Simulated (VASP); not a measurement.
The system is Ir.

```
Ir
1.0
     2.96859    0.00000    0.00000
    -1.48429    2.57087    0.00000
     0.00000    0.00000    8.08518
Ir
4
Direct
  0.00000 0.00000 0.25000
  0.00000 0.00000 0.75000
  0.33333 0.66667 0.75000
  0.66667 0.33333 0.25000
```

- Program: VASP 6.6.1
- Task: relaxation of cell and atoms
- Functional: PBE
- Potentials or basis: VASP PAW PBE potentials, release 64 (Ir)
- Cutoff: 600 eV
- k mesh: 6 × 6 × 2
- Occupations: gaussian, width 0.1 eV
- Spin: no spin polarisation

At the start: pressure 423.7 GPa; volume 15.43 Å³/atom.

Where does the relaxation end?

Over 31 steps the energy falls by 16958.3 meV/atom and the volume is 19.13 Å³/atom (+24.0 %); space group P6_3/mmc (No. 194, to 0.05 Å).

Step by step:
| step | energy change (eV) | largest force (eV/Å) | pressure (GPa) | volume (Å³) |
| --- | --- | --- | --- | --- |
| 1 | 0.0000 | 0.0000 | 423.71 | 61.70 |
| 2 | 227.8108 | 0.0000 | -39.10 | 970.40 |
| 3 | -30.5333 | 0.0000 | -31.85 | 321.25 |
| 4 | -49.0750 | 0.0000 | -16.98 | 231.10 |
| 5 | -54.5859 | 0.0000 | -16.40 | 190.58 |
| 6 | -64.3525 | 0.0000 | -2.01 | 117.26 |
| 7 | -64.3245 | 0.0000 | 2.66 | 113.91 |
| 8 | -64.3585 | 0.0000 | -0.34 | 115.97 |
| 9 | -64.3818 | 0.0000 | -0.32 | 114.29 |
| 10 | -64.4873 | 0.0000 | -0.23 | 109.24 |
| 11 | -64.9803 | 0.0000 | -0.22 | 99.14 |
| 12 | -66.9031 | 0.0000 | 7.94 | 78.87 |
| 13 | 20.1816 | 0.0000 | 768.32 | 38.13 |
| 14 | -66.9748 | 0.0000 | 8.72 | 78.13 |
| 15 | -67.0764 | 0.0000 | 26.03 | 70.34 |
| 16 | -67.1566 | 0.0000 | 16.46 | 73.82 |
| 17 | -67.1595 | 0.0000 | 18.60 | 72.97 |
| 18 | -67.2767 | 0.0000 | 15.21 | 73.73 |
| 19 | -67.5196 | 0.0000 | 6.39 | 76.04 |
| 20 | -67.5984 | 0.0000 | -7.05 | 80.77 |
| 21 | -67.6242 | 0.0000 | -3.45 | 79.29 |
| 22 | -67.6245 | 0.0000 | -2.96 | 79.11 |
| 23 | -67.6448 | 0.0000 | -2.78 | 78.90 |
| 24 | -67.7025 | 0.0000 | -2.14 | 78.28 |
| 25 | -67.7999 | 0.0000 | -0.31 | 76.99 |
| 26 | -67.7044 | 0.0000 | 6.46 | 74.29 |
| 27 | -67.8270 | 0.0000 | 0.99 | 76.29 |
| 28 | -67.8296 | 0.0000 | 1.70 | 75.97 |
| 29 | -67.8327 | 0.0000 | 0.15 | 76.50 |
| 30 | -67.8328 | 0.0000 | 0.34 | 76.43 |
| 31 | -67.8331 | 0.0000 | 0.13 | 76.52 |

Final structure:
```
CELL_PARAMETERS angstrom
4.31145 0.00000 0.00000
-2.15573 3.73383 0.00000
0.00000 0.00000 4.75338
ATOMIC_POSITIONS crystal
Ir 0.00000 0.00000 0.25000
Ir 0.00000 0.00000 0.75000
Ir 0.33333 0.66667 0.75000
Ir 0.66667 0.33333 0.25000
```

Caveat: the k points lie up to 0.66 Å⁻¹ apart in the final cell; the volume moved by over 15 % at a fixed basis, so the end points are rough.
